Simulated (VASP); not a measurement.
# HgH3 (P6/mmm) in VASP: a series of runs

Runs on HgH3. Level: PBE. Tasks: single point, relaxation of cell and atoms.

Everything below comes from runs of VASP 6.6.1. Logs are shortened: lines on timing, memory, paths and dates and some standing lists are left out, and cuts for length are marked.

### 1 The cell of the first run

Symmetry: P6/mmm, No. 191, hexagonal system. Conventional cell: a = 3.721 Å, b = 3.721 Å, c = 3.708 Å, α = 90.00°, β = 90.00°, γ = 120.00°. Within 2.5 Å of Hg (site symmetry 6/mmm) lie 8 H at 1.85 to 2.15 Å. Within 2.9 Å of H (site symmetry -6m2) lie 9 H at 2.15 to 2.84 Å and 3 Hg at 2.15 Å. Within 2.5 Å of H (site symmetry 6/mmm) lie 2 Hg at 1.85 Å.

The cell was built from a structure type or drawn by symmetry, and may not be a known phase.

### 2 Single point, PBE

Contents of INCAR:

```
SYSTEM = HgH3
PREC = Accurate ; ENCUT = 520
EDIFF = 1E-7 ; ISMEAR = 0
SIGMA = 0.1 ; LREAL = .False.
LASPH = .True. ; NELM = 80
ALGO = Normal ; ISIF = 2
LWAVE = .False. ; LCHARG = .False.
GGA = PE ; NBANDS = 16
```

Contents of KPOINTS:

```
regular mesh
0
Gamma
  6 6 6
  0 0 0
```

Contents of POSCAR:

```
HgH3
1.0
    3.7208735160      0.0000000000      0.0000000000
   -1.8604367580      3.2223709891      0.0000000000
    0.0000000000      0.0000000000      3.7076072543
Hg H
1 3
Direct
    0.0000000000      0.0000000000      0.0000000000
    0.3333333333      0.6666666667      0.0000000000
    0.6666666667      0.3333333333      0.0000000000
    0.0000000000      0.0000000000      0.5000000000
```

Potentials or basis: VASP PAW PBE potentials, release 64 (Hg, H).

The run is started by

```
$ cat potpaw_PBE.64/Hg/POTCAR potpaw_PBE.64/H/POTCAR > POTCAR
$ mpirun -np 1 vasp_std > vasp.out
```

OUTCAR:

```text
SYSTEM = HgH3
   PREC = Accurate
   ENCUT = 520
   EDIFF = 1E-7
   ISMEAR = 0
   LREAL = .False.
   LASPH = .True.
   NELM = 80
   ISIF = 2
   GGA = PE

 ion  position               nearest neighbor table
   1  0.000  0.000  0.000-   4 1.85   4 1.85   2 2.15   3 2.15   2 2.15   3 2.15   3 2.15   2 2.15

   2  0.333  0.667  0.000-   1 2.15   1 2.15   1 2.15
   3  0.667  0.333  0.000-   1 2.15   1 2.15   1 2.15
   4  0.000  0.000  0.500-   1 1.85   1 1.85

  LATTYP: Found a hexagonal cell.
 ALAT       =     3.7208735160
 C/A-ratio  =     0.9964346378

  Lattice vectors:

 A1 = (   3.7208735160,   0.0000000000,   0.0000000000)
 A2 = (  -1.8604367580,   3.2223709891,   0.0000000000)
 A3 = (   0.0000000000,   0.0000000000,   3.7076072543)

Analysis of symmetry for initial positions (statically):
=====================================================================
 Subroutine PRICEL returns:
 Original cell was already a primitive cell.

 Routine SETGRP: Setting up the symmetry group for a
 hexagonal supercell.

 Subroutine GETGRP returns: Found 24 space group operations
 (whereof 24 operations were pure point group operations)
 out of a pool of 24 trial point group operations.

The static configuration has the point symmetry D_6h.

Analysis of symmetry for dynamics (positions and initial velocities):
=====================================================================
 Subroutine PRICEL returns:
 Original cell was already a primitive cell.

 Routine SETGRP: Setting up the symmetry group for a
 hexagonal supercell.

 Subroutine GETGRP returns: Found 24 space group operations
 (whereof 24 operations were pure point group operations)
 out of a pool of 24 trial point group operations.

The dynamic configuration has the point symmetry D_6h.

 Subroutine INISYM returns: Found 24 space group operations
 (whereof 24 operations are pure point group operations),
 and found     1 'primitive' translations

----------------------------------------------------------------------------------------

                                     Primitive cell

  volume of cell :      44.4543

  direct lattice vectors                    reciprocal lattice vectors
     3.720873516  0.000000000  0.000000000     0.268754097  0.155165250  0.000000000
    -1.860436758  3.222370989  0.000000000     0.000000000  0.310330500  0.000000000
     0.000000000  0.000000000  3.707607254     0.000000000  0.000000000  0.269715731

  length of vectors
     3.720873516  3.720873516  3.707607254     0.310330500  0.310330500  0.269715731

  position of ions in fractional coordinates (direct lattice)
     0.000000000  0.000000000  0.000000000
     0.333333333  0.666666667  0.000000000
     0.666666667  0.333333333  0.000000000
     0.000000000  0.000000000  0.500000000

  ion indices of the primitive-cell ions
   primitive index   ion index
                 1           1
                 2           2
                 3           3
                 4           4

----------------------------------------------------------------------------------------

 KPOINTS: regular mesh

Automatic generation of k-mesh.
 Grid dimensions read from file:
 generate k-points for:    6    6    6

 Generating k-lattice:

  Cartesian coordinates                     Fractional coordinates (reciprocal lattice)
     0.044792349  0.025860875  0.000000000     0.166666667  0.000000000  0.000000000
     0.000000000  0.051721750  0.000000000     0.000000000  0.166666667  0.000000000
     0.000000000  0.000000000  0.044952622     0.000000000  0.000000000  0.166666667

  Length of vectors
     0.051721750  0.051721750  0.044952622

  Shift w.r.t. Gamma in fractional coordinates (k-lattice)
     0.000000000  0.000000000  0.000000000

 Subroutine IBZKPT returns following result:
 ===========================================

 Found     28 irreducible k-points:

 Following reciprocal coordinates:
            Coordinates               Weight
  0.000000  0.000000  0.000000      1.000000
  0.166667  0.000000  0.000000      6.000000
  0.333333 -0.000000  0.000000      6.000000
  0.500000  0.000000  0.000000      3.000000
  0.166667  0.166667  0.000000      6.000000
  0.333333  0.166667  0.000000     12.000000
[... 16 lines left out ...]
  0.166667  0.000000  0.500000      6.000000
  0.333333 -0.000000  0.500000      6.000000
 [... further k-points ...]
   k-points           NKPTS =     28   k-points in BZ     NKDIM =     28   number of bands    NBANDS=     16
   number of dos      NEDOS =    301   number of ions     NIONS =      4
   total plane-waves  NPLWV =  21952
   dimension x,y,z NGX =    28 NGY =   28 NGZ =   28
   dimension x,y,z NGXF=    56 NGYF=   56 NGZF=   56
   ions per type =               1   3
   NGX,Y,Z   is equivalent  to a cutoff of  12.51, 12.51, 12.55 a.u.
   NGXF,Y,Z  is equivalent  to a cutoff of  25.02, 25.02, 25.11 a.u.
 SYSTEM =  HgH3
   PREC   = accura    normal or accurate (medium, high low for compatibility)
   ISTART =      0    job   : 0-new  1-cont  2-samecut
   ICHARG =      2    charge: 1-file 2-atom 10-const
   ISPIN  =      1    spin polarized calculation?
   LNONCOLLINEAR =      F non collinear calculations
   LSORBIT =      F    spin-orbit coupling
   LASPH  =      T    aspherical Exc in radial PAW
   ENCUT  =  520.0 eV  38.22 Ry    6.18 a.u.   6.92  6.92  6.89*2*pi/ulx,y,z
   NELM   =     80;   NELMIN=  2; NELMDL= -5     # of ELM steps
   EDIFF  = 0.1E-06   stopping-criterion for ELM
   LREAL  =      F    real-space projection
   EDIFFG = 0.1E-05   stopping-criterion for IOM
   NSW    =      0    number of steps for IOM
   IBRION =     -1    ionic relax: 0-MD 1-quasi-New 2-CG
   NFREE  =      0    steps in history (QN), initial steepest desc. (CG)
   ISIF   =      2    stress and relaxation
   ISYM   =      2    0-nonsym 1-usesym 2-fastsym
   POTIM  = 0.5000    time-step for ionic-motion
   TEBEG  =    0.0;   TEEND  =   0.0 temperature during run
   PSTRESS=    0.0 pullay stress
   NELECT =      15.0000    total number of electrons
   NUPDOWN=      -1.0000    fix difference up-down
   EMIN   =  10.00;   EMAX   =-10.00  energy-range for DOS
   EFERMI =   0.00;   METHOD = LEGACY
   ISMEAR =     0;   SIGMA  =   0.10  broadening in eV -4-tet -1-fermi 0-gaus
   EFERMI_NEDOS =   21; number of points for ismear=-14 and -15
   IALGO  =     38    algorithm
   IMIX   =      4    mixing-type and parameters
     AMIX     =   0.40;   BMIX     =  1.00
     AMIX_MAG =   1.60;   BMIX_MAG =  1.00
  volume/ion in A,a.u.               =      11.11        75.00
  Fermi-wavevector in a.u.,A,eV,Ry     =   1.139726  2.153770 17.673638  1.298976
  Thomas-Fermi vector in A             =   2.276429
   LORBIT       =      0    0 simple, 1 ext, 2 COOP (PROOUT), +10 PAW based schemes
   GGA     = PE    functional components
   LHFCALC =     F    Hartree Fock is set to
   AEXX    =    0.0000 exact exchange contribution
   IVDW    =     0    specifies the selected vdW correction
   LEPSILON=     F    determine dielectric tensor
   LRPA    =     F    only Hartree local field effects (RPA)
 non-spin polarized calculation
 Gauss-broadening in eV      SIGMA  =   0.10
  energy-cutoff  :      520.00
  volume of cell :       44.45
 maximum number of plane-waves:      1212
 NGX is ok and might be reduce to    28
   NGX = 13   NGY = 13   NGZ = 13

 number of electron      15.0000003 magnetization

 Free energy of the ion-electron system (eV)
  ---------------------------------------------------
  ext. energy  EPLUGINS =         0.00000000
  ---------------------------------------------------
  free energy    TOTEN  =        -7.21472921 eV

  energy without entropy =       -7.20876839  energy(sigma->0) =       -7.21174880

 E-fermi :   0.6822     XC(G=0):  -9.0556

 val. band max:        0.6524130611   @ k =   0.1667   0.0000   0.1667
 cond. band min:       0.6914369257   @ k =   0.1667   0.1667   0.0000
 fundamental gap:      0.0390238646
 Fermi energy:         0.6822088666

 k-point     1 :       0.0000    0.0000    0.0000
  band No.  band energies     occupation
      1      -9.2201      2.00000
      2      -8.4645      2.00000
      3      -6.6880      2.00000
      4      -6.6880      2.00000
      5      -6.1835      2.00000
      6      -6.1835      2.00000
[... 8 lines left out ...]
     15      12.9602      0.00000
     16      18.5257      0.00000

 k-point     2 :       0.1667    0.0000    0.0000
  band No.  band energies     occupation
      1      -8.8098      2.00000
      2      -8.3887      2.00000
      3      -6.8802      2.00000
      4      -6.5674      2.00000
      5      -6.2452      2.00000
      6      -6.1961      2.00000
[... 8 lines left out ...]
     15      14.7683      0.00000
     16      16.8564      0.00000

 k-point     3 :       0.3333   -0.0000    0.0000
  band No.  band energies     occupation
      1      -8.4367      2.00000
      2      -7.8170      2.00000
      3      -6.7186      2.00000
      4      -6.3633      2.00000
      5      -6.3100      2.00000
      6      -6.2213      2.00000
[... 8 lines left out ...]
     15      15.8379      0.00000
     16      16.4987      0.00000

 k-point     4 :       0.5000    0.0000    0.0000
  band No.  band energies     occupation
      1      -8.3873      2.00000
      2      -7.7918      2.00000
      3      -6.4199      2.00000
      4      -6.2339      2.00000
      5      -6.1719      2.00000
      6      -4.8692      2.00000
[... 8 lines left out ...]
     15      15.7545      0.00000
     16      16.0523      0.00000

 k-point     5 :       0.1667    0.1667    0.0000
  band No.  band energies     occupation
      1      -8.4689      2.00000
      2      -7.8761      2.00000
      3      -7.1507      2.00000
      4      -6.3229      2.00000
      5      -6.2538      2.00000
      6      -6.2268      2.00000
[... 8 lines left out ...]
     15      15.3453      0.00000
     16      15.5911      0.00000

 k-point     6 :       0.3333    0.1667    0.0000
  band No.  band energies     occupation
      1      -8.3866      2.00000
      2      -7.5425      2.00000
      3      -6.7919      2.00000
      4      -6.3892      2.00000
      5      -6.2658      2.00000
      6      -5.2078      2.00000
[... 8 lines left out ...]
     15      14.7239      0.00000
     16      14.9889      0.00000
[... 267 lines left out ...]
 k-point    21 :       0.3333    0.3333    0.3333
  band No.  band energies     occupation
      1      -7.1010      2.00000
      2      -7.1010      2.00000
      3      -7.0268      2.00000
      4      -6.5326      2.00000
      5      -6.5326      2.00000
      6      -3.6316      2.00000
[... 8 lines left out ...]
     15      16.9543      0.00000
     16      18.7968      0.00000

 k-point    22 :       0.0000    0.0000    0.5000
  band No.  band energies     occupation
      1      -8.8128      2.00000
      2      -6.6624      2.00000
      3      -6.6624      2.00000
      4      -6.3521      2.00000
      5      -6.3521      2.00000
      6      -5.5483      2.00000
[... 8 lines left out ...]
     15      14.8443      0.00000
     16      14.8443      0.00000

 k-point    23 :       0.1667    0.0000    0.5000
  band No.  band energies     occupation
      1      -8.4010      2.00000
      2      -6.8475      2.00000
      3      -6.5446      2.00000
      4      -6.4615      2.00000
      5      -6.3699      2.00000
      6      -5.5087      2.00000
[... 8 lines left out ...]
     15      15.5568      0.00000
     16      15.7684      0.00000

 k-point    24 :       0.3333   -0.0000    0.5000
  band No.  band energies     occupation
      1      -7.7142      2.00000
      2      -6.7945      2.00000
      3      -6.6383      2.00000
      4      -6.4053      2.00000
      5      -6.2944      2.00000
      6      -5.2427      2.00000
[... 8 lines left out ...]
     15      16.7710      0.00000
     16      18.8415      0.00000

 [... further k-points ...]

------------------------ aborting loop because EDIFF is reached ----------------------------------------

  FORCE on cell =-STRESS in cart. coord.  units (eV):
  Direction    XX          YY          ZZ          XY          YZ          ZX
  --------------------------------------------------------------------------------------
  -------------------------------------------------------------------------------------
  Total       -0.0856377     -0.0856377      0.2016367      0.0000000     -0.0000000      0.0000000
  in kB       -3.0864661     -3.0864661      7.2671824      0.0000000     -0.0000000      0.0000000
  external PRESSURE =       0.3647500 kB  Pullay stress =       0.0000000 kB

 VOLUME and BASIS-vectors are now :
 -----------------------------------------------------------------------------
  energy-cutoff  :      520.00
  volume of cell :       44.45
      direct lattice vectors                 reciprocal lattice vectors
     3.720873516  0.000000000  0.000000000     0.268754097  0.155165250  0.000000000
    -1.860436758  3.222370989  0.000000000     0.000000000  0.310330500  0.000000000
     0.000000000  0.000000000  3.707607254     0.000000000  0.000000000  0.269715731

 POSITION                                       TOTAL-FORCE (eV/Angst)
 -----------------------------------------------------------------------------------
      0.00000      0.00000      0.00000         0.000000      0.000000      0.000000
     -0.00000      2.14825      0.00000        -0.000000     -0.000000     -0.000000
      1.86044      1.07412      0.00000         0.000000      0.000000      0.000000
      0.00000      0.00000      1.85380         0.000000      0.000000      0.000000
 -----------------------------------------------------------------------------------
    total drift:                               -0.000000      0.000000     -0.000000

  FREE ENERGIE OF THE ION-ELECTRON SYSTEM (eV)
  ---------------------------------------------------
  free  energy   TOTEN  =        -7.2147292130 eV

  energy  without entropy=       -7.2087683930  energy(sigma->0) =       -7.21174880
```

Run time: 22 s. Hardware: 1 thread of Intel Xeon Platinum 8259CL at 2.50GHz (Skylake/Cascade Lake), shared host; peak memory 0.16 GiB.

Results:

```
Free energy            : -7.2147 eV
Pressure               : 0.0 GPa
Band gap on the k mesh : zero (an odd number of electrons rules out a gap without spin polarisation)
```

Levels at points of the mesh, in eV from the Fermi level:
```csv
k point,band 3,band 4,band 5,band 6,band 7,band 8,band 9,band 10,band 11,band 12
"(0.00, 0.00, 0.00)",-7.37,-7.37,-6.87,-6.87,0.55,2.23,4.67,7.50,7.50,9.20
"(0.50, 0.00, 0.00)",-7.10,-6.92,-6.85,-5.55,-5.03,1.47,4.31,7.39,7.52,7.55
"(0.00, 0.00, 0.50)",-7.34,-7.03,-7.03,-6.23,-4.84,0.72,6.23,7.37,9.39,9.39
"(0.50, 0.00, 0.50)",-7.11,-7.00,-6.84,-5.06,-3.86,-3.18,2.75,5.10,5.70,8.26
```

Caveat: spin-orbit coupling is left out, which moves the levels of the heavy elements.

[end of part 1 of 2]
